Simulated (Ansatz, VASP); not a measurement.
**One calculation of SiC, two programs**

The input INCAR:

```
SYSTEM = SiC
  PREC = Accurate
  ENCUT = 520
  EDIFF = 1E-6
  ISMEAR = 0
  SIGMA = 0.05
  LREAL = .False.
  LASPH = .True.
  NELM = 60
  ALGO = Normal
  ISIF = 2
  LWAVE = .False.
  LCHARG = .False.
  GGA = PE
  NBANDS = 11
```

Contents of KPOINTS:

```
regular mesh
0
Gamma
  12 12 12
  0 0 0
```

Contents of POSCAR:

```
SiC
1.0
    0.0000000000      2.1740000000      2.1740000000
    2.1740000000      0.0000000000      2.1740000000
    2.1740000000      2.1740000000      0.0000000000
Si C
1 1
Direct
    0.0000000000      0.0000000000     -0.1463652491
    0.7500000000      0.7500000000      0.7500000000
```

Input for Ansatz:

```yaml
crystal:
  lattice:
    - [0.0, 2.174, 2.174]
    - [2.174, 0.0, 2.174]
    - [2.174, 2.174, 0.0]
  atoms:
    - { symbol: Si, position: [0.0, 0.0, -0.1463652491] }
    - { symbol: C, position: [0.75, 0.75, 0.75] }
basis:
  ecutwfc: 420
kpoints:
  mp_grid: { grid: [12, 12, 12] }
hamiltonian:
  xc: pbe
scf:
  occupations: { method: gaussian, width: 0.05 }
output:
  forces: true
  stress: true
  eigenvalues: true
```

Alike in both runs: task single point; functional PBE; k mesh 12 × 12 × 12; occupations gaussian, width 0.05 eV; no spin polarisation.

```csv
,VASP,Ansatz
version,VASP 6.6.1,Ansatz 0.2.0
potentials or method,"VASP PAW PBE potentials, release 64 (Si, C), cutoff 520 eV","scalar-relativistic, plane waves, PAW"
valence electrons in the cell,8,8
```

Ansatz gave:

| Property | Result |
| --- | --- |
| gap on the k mesh at the Fermi level (eV) | none |
| rms of the force components (eV/Å) | 7.376 |

Q: What did VASP give for the same quantities?

A: gap on the k mesh at the Fermi level (eV): none; rms of the force components (eV/Å): 7.356.

Atom by atom the forces differ by 0.020 eV/Å (rms over components). A gap of «none» marks a metal or a gap that the smearing closes.
